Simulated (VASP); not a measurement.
InH2: single point with PBE

Crystal: InH2.

```xyz
3
Lattice="2.9940 0.0000 0.0000 -1.4970 2.5929 0.0000 0.0000 0.0000 4.8213" Properties=species:S:1:pos:R:3 pbc="T T T"
In    0.0000    0.0000    0.0000
H     0.0000    1.7286    1.2053
H     1.4970    0.8643    3.6160
```

The cell was generated, and may not be a known phase.

- Program: VASP 6.6.1
- Task: single point
- Functional: PBE
- Potentials or basis: VASP PAW PBE potentials, release 64 (In_d, H)
- Cutoff: 520 eV
- k mesh: 6 × 6 × 4
- Occupations: gaussian, width 0.1 eV
- Spin: no spin polarisation

```json
{"Pressure": "14.8 GPa", "Largest force": "0.250 eV/Å", "Band gap on the k mesh": "zero (an odd number of electrons rules out a gap without spin polarisation)"}
```

Forces on the atoms (eV/Å):
```
In   0.000  0.000  0.000
H    0.000  0.000 -0.250
H    0.000  0.000  0.250
```

Stress tensor (GPa, compression positive):
```
24.07  0.00  0.00
 0.00 24.07  0.00
 0.00  0.00 -3.64
```

Levels at points of the mesh, in eV from the Fermi level:
```csv
k point,band 5,band 6,band 7,band 8,band 9,band 10
"(0.00, 0.00, 0.00)",-15.23,-11.74,-6.10,0.20,8.05,9.06
"(0.50, 0.00, 0.00)",-15.08,-6.93,-5.10,-0.12,1.00,4.70
"(0.00, 0.00, 0.50)",-15.23,-11.39,-7.42,3.98,5.81,8.67
"(0.50, 0.00, 0.50)",-15.08,-6.67,-4.88,-1.16,-0.34,6.25
```

Run time: 17 s on 1 thread of Intel Xeon 8259CL, on a shared host, peak memory 0.16 GiB.

Caveat: the k points lie up to 0.40 Å⁻¹ apart, too coarse for converged energies and pressures of a metal; spin-orbit coupling is left out, which moves the levels of the heavy elements; an odd number of electrons without spin polarisation forces a metal; a magnetic or distorted state may lie lower.
